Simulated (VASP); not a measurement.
Wanted: the native input for a VASP 6.6.1 run.

```yaml
Task: relaxation of cell and atoms
Functional: PBE
Potentials_or_basis: VASP PAW PBE potentials, release 64 (Ti_sv)
Cutoff: 600 eV
k_mesh: 10 × 10 × 10
Occupations: fermi-dirac, width 0.1 eV
Spin: no spin polarisation
Dipole_correction: no
Further_INCAR_settings: ALGO = Normal; EDIFF = 1e-06; IBRION = 2; EDIFFG = -0.01; NSW = 80; ISIF = 3
```

The structure of Ti lies in POSCAR:

```
Ti
1.0
    0.0000000000      2.8780170575      2.8780170575
    2.8780170575      0.0000000000      2.8780170575
    2.8780170575      2.8780170575      0.0000000000
Ti
2
Direct
    0.1250000000      0.1250000000      0.1250000000
    0.8750000000      0.8750000000      0.8750000000
```

These files were run (other wordings do the same):

INCAR

```
SYSTEM = Ti
  ALGO = Normal
  EDIFF = 1E-6
  EDIFFG = -0.01
  ENCUT = 600
  GGA = PE
  IBRION = 2
  ISIF = 3
  ISMEAR = -1
  LASPH = .True.
  LCHARG = .False.
  LREAL = .False.
  LWAVE = .False.
  NELM = 80
  NSW = 80
  PREC = Accurate
  SIGMA = 0.1
```

KPOINTS

```
k-points
0
Gamma
  10 10 10
  0 0 0
```

Potentials or basis: VASP PAW PBE potentials, release 64 (Ti_sv).

Run with:

```console
$ cat potpaw_PBE.64/Ti_sv/POTCAR > POTCAR
$ mpirun -np 1 vasp_std > vasp.out
```

Results of the run:

The relaxed volume is 23.20 Å³/atom, the relaxed cell is a = 4.034 Å, b = 4.034 Å, c = 4.034 Å, α = 60.00°, β = 60.00°, γ = 60.00° and the space group after relaxing (to 0.05 Å) is Fd-3m (No. 227). The energy gained by relaxing is 1.6 meV/atom, the ionic steps are 4 and the pressure after relaxing is 0.0 GPa. The band gap on the k mesh is zero (band 12 reaches 5.29 eV, above the bottom of band 13 at 5.11 eV).

Wall time 2.8 min on 1 thread of AMD EPYC 9R14 (Zen 4), with other jobs on the host, peak memory 0.19 GiB.
